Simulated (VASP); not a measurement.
Runs of VASP 6.6.1 on SbW. The structure is that of space group P6_3/mmc (No. 194), or close to it. The cells are those of the table. 

```csv
level,potentials or basis,cell,gap on the mesh (eV),pressure (GPa)
PBEsol,"VASP PAW PBE potentials, release 64 (W_sv, Sb)","a = 4.400, b = 4.400, c = 5.210 Å, angles 90.0, 90.0, 120.0°, 4 atoms",none,-4.8
PBE,"VASP PAW PBE potentials, release 64 (W_sv, Sb)","a = 4.295, b = 4.295, c = 5.169 Å, angles 90.0, 90.0, 120.0°, 4 atoms",none,9.0
r2SCAN,"VASP PAW PBE potentials, release 64 (W_sv, Sb)","a = 4.400, b = 4.400, c = 5.210 Å, angles 90.0, 90.0, 120.0°, 4 atoms",none,-2.2
PBE,"VASP PAW PBE potentials, release 64 (W_sv, Sb)","a = 4.437, b = 4.437, c = 5.226 Å, angles 90.0, 90.0, 120.0°, 4 atoms",none,-2.5
PBE,"VASP PAW PBE potentials, release 64 (W_sv, Sb)","a = 4.400, b = 4.400, c = 5.210 Å, angles 90.0, 90.0, 120.0°, 4 atoms",none,0.1
PBE,"VASP PAW PBE potentials, release 64 (W_sv, Sb)","a = 4.324, b = 4.324, c = 5.180 Å, angles 90.0, 90.0, 120.0°, 4 atoms",none,6.3
LDA,"VASP PAW LDA potentials, release 64 (W_sv, Sb)","a = 4.400, b = 4.400, c = 5.210 Å, angles 90.0, 90.0, 120.0°, 4 atoms",none,(b)
PBE,"VASP PAW PBE potentials, release 64 (W_sv, Sb)","a = 4.586, b = 4.586, c = 5.275 Å, angles 90.0, 90.0, 120.0°, 4 atoms",none,-10.3
PBE,"VASP PAW PBE potentials, release 64 (W_sv, Sb)","a = 4.474, b = 4.474, c = 5.240 Å, angles 90.0, 90.0, 120.0°, 4 atoms",none,-4.9
PBE,"VASP PAW PBE potentials, release 64 (W_sv, Sb)","a = 4.531, b = 4.531, c = 5.259 Å, angles 90.0, 90.0, 120.0°, 4 atoms",none,-7.9
PBE,"VASP PAW PBE potentials, release 64 (W_sv, Sb)","a = 4.362, b = 4.362, c = 5.195 Å, angles 90.0, 90.0, 120.0°, 4 atoms",none,(a)
```

Alike in all rows: task single point; no spin polarisation; k mesh 10 × 10 × 6; cutoff (eV) 520; smearing gaussian 0.05 eV.

Q: Estimate the missing entries.

A: (a) 3.0; (b) -7.2.

Caveats: spin-orbit coupling is left out, which moves the levels of the heavy elements; the cell stands under tension (at least some runs); the cell stands under pressure (at least some runs); the PAW data sets were made with another functional, which shifts forces and pressure a little (at least some runs).

A k mesh can miss the band edges, and the runs leave out spin-orbit coupling on Sb, W.

A gap of «none» marks levels without a gap at the run's occupations.
